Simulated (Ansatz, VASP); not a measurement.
## One calculation of CaO, two programs

POSCAR

```
CaO
1.0
    0.0000000000      2.3975502232      2.3076420899
    2.3975502232      0.0000000000      2.3076420899
    2.3975502232      2.3975502232      0.0000000000
Ca O
1 1
Direct
    0.0000000000      0.0000000000      0.0000000000
    0.5000000000      0.5000000000      0.5000000000
```

The input INCAR.step1:

```
SYSTEM = CaO
PREC = Accurate ; ENCUT = 520
ISMEAR = 0 ; SIGMA = 0.01
LREAL = .FALSE. ; LASPH = .TRUE.
NELM = 60 ; NBANDS = 15
GGA = PE ; ALGO = Normal
EDIFF = 1E-4 ; LWAVE = .TRUE.
LCHARG = .FALSE.
```

File INCAR.step2:

```
SYSTEM = CaO
PREC = Accurate ; ENCUT = 520
EDIFF = 1E-6 ; ISMEAR = 0
SIGMA = 0.01 ; LREAL = .FALSE.
LASPH = .TRUE. ; NELM = 60
ALGO = Normal ; ISIF = 2
LWAVE = .FALSE. ; LCHARG = .TRUE.
METAGGA = R2SCAN ; LMIXTAU = .TRUE.
LELF = .TRUE. ; LVHAR = .TRUE.
NBANDS = 15 ; ISTART = 1
```

KPOINTS

```
Automatic mesh
0
G
  10 10 10
  0 0 0
```

Input for Ansatz:

```yaml
crystal:
  lattice:
    - [0.0, 2.3975502232, 2.3076420899]
    - [2.3975502232, 0.0, 2.3076420899]
    - [2.3975502232, 2.3975502232, 0.0]
  atoms:
    - { symbol: Ca, position: [0.0, 0.0, 0.0] }
    - { symbol: O, position: [0.5, 0.5, 0.5] }
kpoints:
  mp_grid: { grid: [10, 10, 10] }
  band_path:
    path:
      - [0.0, 0.0, 0.0]
      - [0.5, 0.0, 0.5]
      - [0.625, 0.25, 0.625]
      - [0.375, 0.375, 0.75]
      - [0.5, 0.5, 0.5]
      - [0.5, 0.25, 0.75]
    npoints: 1
hamiltonian:
  xc: r2scan
scf:
  occupations: { method: fixed }
  n_extra_bands: 4
output:
  forces: true
  stress: true
  eigenvalues: true
```

Change from the starting cell: uniaxial_z strain -3.8%.

Alike in both runs: task single point; functional r2SCAN; k mesh 10 × 10 × 10; no spin polarisation.

|  | VASP | Ansatz |
| --- | --- | --- |
| version | VASP 6.6.1 | Ansatz 0.2.0 |
| potentials or method | VASP PAW PBE potentials, release 64 (Ca_sv, O) | plane waves, PAW |
| plane-wave cutoff (eV) | 520 | 500 |
| occupations | gaussian, width 0.01 eV | fixed |
| valence electrons in the cell | 16 | 16 |

|  | VASP | Ansatz | Ansatz less VASP |
| --- | --- | --- | --- |
| gap on the k mesh at the Fermi level (eV) | 4.00 | 4.02 | +0.019 |
| pressure (GPa) | 6.5 | 5.3 | -1.26 |
| traceless stress, the component that is largest in VASP (GPa) | 6.12 | 5.74 | -0.381 |

VASP's potentials were made for PBE, not for r2SCAN.
